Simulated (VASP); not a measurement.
A run of VASP 6.6.1 is set up as follows.

Contents of INCAR:

```
SYSTEM = Al27SiH4
ALGO = Normal
EDIFF = 1E-6
ENCUT = 400
GGA = PE
GGA_COMPAT = .False.
ISIF = 2
ISMEAR = -1
LASPH = .True.
LCHARG = .False.
LREAL = Auto
LWAVE = .False.
NBANDS = 66
NELM = 120
NELMDL = -8
PREC = Accurate
SIGMA = 0.05
```

File KPOINTS:

```
k-points
0
Gamma
  3 3 1
  0 0 0
```

POSCAR

```
Al27SiH4
1.0
    8.5913470000      0.0000000000      0.0000000000
    0.0000000000      8.5913470000      0.0000000000
    0.0000000000      0.0000000000     17.0500000000
Al Si H
27 1 4
Direct
    0.0000000000      0.0000000000      0.0586510300
    0.3333333500      0.0000000000      0.0586510300
    0.6666667000      0.0000000000      0.0586510300
    0.0000000000      0.3333333500      0.0586510300
    0.3333333500      0.3333333500      0.0586510300
    0.6666667000      0.3333333500      0.0586510300
    0.0000000000      0.6666667000      0.0586510300
    0.3333333500      0.6666667000      0.0586510300
    0.6666667000      0.6666667000      0.0586510300
    0.1675009411      0.1678552566      0.1809735501
    0.5000475223      0.1643341953      0.1802239208
    0.8329049109      0.1641209020      0.1806874596
    0.1683689615      0.4997922077      0.1829798284
    0.5034189810      0.4990239279      0.1850772353
    0.8319726222      0.5000114338      0.1868969057
    0.1662501635      0.8330564762      0.1829140434
    0.4980720292      0.8363742703      0.1802260760
    0.8318943988      0.8338491835      0.1838522798
   -0.0011993844      0.0072119136      0.3043296818
    0.3347268602      0.0010876478      0.3057736805
    0.6652223276      0.0013876853      0.3082733007
    0.0038007466      0.3246734749      0.3044928620
    0.3332369540      0.3305360036      0.3064082672
    0.6677054110      0.3321319558      0.3091512623
    0.0031280673      0.6713202494      0.3035658280
    0.3373856433      0.6705566198      0.3047908316
    0.6572116252      0.6695347786      0.3081035449
    0.9853670098      0.6909928481      0.4498662466
    0.6751537977      0.5019720389      0.3700349522
    1.1018199152      0.8043758155      0.4821696892
    0.8270446620      0.7418073415      0.4770572118
    1.0178233340      0.5352658379      0.4863479305
```

Potentials or basis: VASP PAW PBE potentials, release 64 (Al, Si, H).

The run is started by

```sh
$ cat potpaw_PBE.64/Al/POTCAR potpaw_PBE.64/Si/POTCAR potpaw_PBE.64/H/POTCAR > POTCAR
$ mpirun -np 1 vasp_std > vasp.out
```

Task: What does it give for the largest force?

Result: 0.198 eV/Å.

Task: Estimate the band gap on the k mesh.

Result: Zero (an odd number of electrons rules out a gap without spin polarisation).

Forces in eV/Å, atoms in the order of the input:
```
Al  -0.032  0.031  0.006
Al   0.081  0.053 -0.106
Al  -0.052  0.065 -0.180
Al   0.005 -0.015  0.035
Al   0.031 -0.034 -0.074
Al  -0.035 -0.058 -0.005
Al   0.017 -0.018  0.176
Al   0.023 -0.013  0.018
Al  -0.039 -0.018  0.128
Al  -0.001  0.002  0.001
Al   0.000  0.002  0.002
Al   0.000  0.002  0.003
Al   0.001  0.000  0.002
Al   0.002 -0.001  0.003
Al  -0.001 -0.003  0.003
Al  -0.003 -0.002  0.004
Al   0.001 -0.001  0.002
Al   0.001  0.002  0.003
Al   0.000  0.000 -0.003
Al   0.000  0.001  0.000
Al   0.000  0.000  0.000
Al   0.000  0.000 -0.002
Al   0.001  0.000 -0.003
Al  -0.001 -0.005 -0.004
Al   0.003  0.008  0.001
Al   0.002  0.000 -0.003
Al  -0.002  0.004 -0.004
Si   0.002  0.004  0.027
H    0.001  0.000  0.005
H   -0.020 -0.022 -0.021
H    0.021 -0.006 -0.006
H   -0.005  0.021 -0.005
```
